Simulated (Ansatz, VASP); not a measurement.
InGa2As3: VASP beside Ansatz

```xyz
12
Lattice="6.2291 -3.5982 0.0000 6.2291 3.5982 0.0000 0.0000 0.0000 6.8305" Properties=species:S:1:pos:R:3 pbc="T T T"
In    6.2291   -2.3644    3.4113
In    6.2291    2.3644   -0.0039
Ga    4.1202    1.1778    3.4159
Ga    8.3380    1.1778    3.4159
Ga    8.3380   -1.1778    6.8311
Ga    4.1202   -1.1778    6.8311
As    8.4186   -1.1384    4.3259
As    6.2291    2.2676    4.1583
As    4.0395   -1.1384    4.3259
As    4.0395    1.1384    0.9106
As    8.4186    1.1384    0.9106
As    6.2291   -2.2676    0.7430
```

Alike in both runs: functional PBE; k mesh 6 × 6 × 6; occupations gaussian, width 0.1 eV; no spin polarisation.

Ansatz relaxed the structure, and its values are those at the end. VASP's run is a single point on that final structure, the one shown.

|  | VASP | Ansatz |
| --- | --- | --- |
| version | VASP 6.6.1 | Ansatz 0.2.0 |
| potentials or method | VASP PAW PBE potentials, release 64 (In_d, Ga_d, As), cutoff 520 eV | scalar-relativistic, plane waves, PAW |
| valence electrons in the cell | 108 | 168 |

VASP gave:

```
gap on the k mesh at the Fermi level (eV) : none
pressure (GPa)                            : 0.1
```

**Question.** Estimate Ansatz's values.

**Answer.** gap on the k mesh at the Fermi level (eV): none; pressure (GPa): 0.0.

A gap of «none» marks a metal or a gap that the smearing closes. VASP's potentials hold 108 valence electrons a cell and Ansatz's 168, so a difference there can come from the potentials and not from the codes.
